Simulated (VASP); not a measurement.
Wanted: the native input for a VASP 6.6.1 run.

```yaml
Task: single point
Functional: LDA
Potentials_or_basis: VASP PAW LDA potentials, release 64 (Ni, S)
Cutoff: 520 eV
k_mesh: 9 × 9 × 5
Occupations: fermi-dirac, width 0.1 eV
Spin: collinear spin, zero start
Starting_moments: "[0.0, 0.0, 0.0, 0.0] μB"
Fixed_moment: 0 μB
Dipole_correction: no
Further_INCAR_settings: ALGO = Normal; EDIFF = 1e-06; NBANDS = 28
```

The structure of NiS lies in POSCAR:

```
NiS
1.0
    3.4250000000      0.0000000000      0.0000000000
   -1.7125000000      2.9661370000      0.0000000000
    0.0000000000      0.0000000000      5.3400000000
Ni S
2 2
Direct
    0.0000000000      0.0000000000      0.0000000000
    0.0000000000      0.0000000000      0.5000000000
    0.3333333333      0.6666666667      0.2500000000
    0.6666666667      0.3333333333      0.7500000000
```

These files were run (other wordings do the same):

INCAR

```
PREC     = Accurate       # precision mode
ENCUT    = 520            # plane-wave cutoff, eV
EDIFF    = 1E-6           # SCF threshold, eV
ISMEAR   = -1             # smearing method
SIGMA    = 0.1            # smearing width, eV
LREAL    = False          # projectors in reciprocal space
LASPH    = True           # aspherical terms in the spheres
NELM     = 150            # most SCF steps
ALGO     = Normal         # electronic algorithm
ISIF     = 2              # what is computed and relaxed
LWAVE    = False          # write WAVECAR
LCHARG   = False          # write CHGCAR
ISPIN    = 2              # spin polarisation
MAGMOM   = 0 0 0 0        # initial moments
LORBIT   = 11             # projections on sites
NUPDOWN  = 0.0            # fixed moment
LMAXMIX  = 4              # l up to which the mixer works
NBANDS   = 28             # bands
```

KPOINTS

```
Automatic mesh
0
Gamma
  9 9 5
```

Potentials or basis: VASP PAW LDA potentials, release 64 (Ni, S).

Launch:

```console
$ cat potpaw_LDA.64/Ni/POTCAR potpaw_LDA.64/S/POTCAR > POTCAR
$ mpirun -np 1 vasp_std > vasp.out
```

Results of the run:

```yaml
Pressure: -12.3 GPa
Net_moment: 0.00 μB per cell
Valence_electrons_inside_the_program's_atomic_spheres: Ni 9.27; S 3.62
```

Caveat: the stress differs along the axes, from -16 to -11 GPa; the total moment is fixed, so each spin has its own Fermi level.

It took 120 s on 1 thread of Oxide Virtual Turin-like Processor, on a shared host, peak memory 0.18 GiB.
